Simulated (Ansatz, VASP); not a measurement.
## One calculation of Zn, two programs

```
Zn
1.0
     1.31781   -2.28252    0.00000
     1.31781    2.28252    0.00000
     0.00000    0.00000    5.09254
Zn
2
Direct
  0.66667 0.33333 0.25000
  0.33333 0.66667 0.75000
```

Alike in both runs: task single point; functional PBE; k mesh 16 × 16 × 7; occupations fermi-dirac, width 0.08 eV; no spin polarisation.

```csv
,VASP,Ansatz
version,VASP 6.6.1,Ansatz 0.2.0
potentials or method,"VASP PAW PBE potentials, release 64 (Zn)","PAW with Ansatz's default frozen-core files, scalar-relativistic"
plane-wave cutoff (eV),520,420
valence electrons in the cell,24,24
```

```tsv
	VASP	Ansatz	Ansatz less VASP
pressure (GPa)	0.4	0.1	-0.34
traceless stress, the component that is largest in VASP (GPa)	-1.37	-1.17	+0.196
```
